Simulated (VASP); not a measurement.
Set up this calculation in VASP 6.6.1, as the native input.

```yaml
Task: single point
Functional: PBEsol
Potentials_or_basis: VASP PAW PBE potentials, release 64 (As, Se)
Cutoff: 520 eV
k_mesh: 8 × 8 × 8
Occupations: gaussian, width 0.1 eV
Spin: no spin polarisation
Dipole_correction: no
Further_INCAR_settings: ALGO = Normal; EDIFF = 1e-06; NBANDS = 25
```

The structure of As2Se lies in POSCAR:

```
As2Se
1.0
   -3.4202227425      3.4202227425      2.6115462888
    3.4202227425     -3.4202227425      2.6115462888
    3.4202227425      3.4202227425     -2.6115462888
As Se
4 2
Direct
    0.8750000000      0.1250000000      0.7500000000
    0.3750000000      0.1250000000      0.2500000000
    0.8750000000      0.6250000000      0.7500000000
    0.8750000000      0.1250000000      0.2500000000
    0.5000000000      0.5000000000      0.0000000000
    0.2500000000      0.7500000000      0.5000000000
```

This cell differs from its parent crystal: volume scaled by 0.97, then relaxed in part.

One way to write it, as run:

INCAR

```
SYSTEM = As2Se
PREC = Accurate
ENCUT = 520
EDIFF = 1E-6
ISMEAR = 0
SIGMA = 0.1
LREAL = .FALSE.
LASPH = .TRUE.
NELM = 60
ALGO = Normal
ISIF = 2
LWAVE = .FALSE.
LCHARG = .FALSE.
GGA = PS
NBANDS = 25
```

KPOINTS

```
regular mesh
0
G
  8 8 8
  0 0 0
```

Potentials or basis: VASP PAW PBE potentials, release 64 (As, Se).

The run is started by

```bash
$ cat potpaw_PBE.64/As/POTCAR potpaw_PBE.64/Se/POTCAR > POTCAR
$ mpirun -np 1 vasp_std > vasp.out
```

It gave:

* Pressure: 2.6 GPa
* Band gap on the k mesh: zero (band 16 reaches 5.80 eV, above the bottom of band 17 at 5.38 eV)

Caveat: the PAW data sets were made with another functional, which shifts forces and pressure a little.

It took 110 s on 1 thread of Intel(R) Xeon(R) Platinum 8488C (Sapphire Rapids) (shared host), peak memory 0.34 GiB.
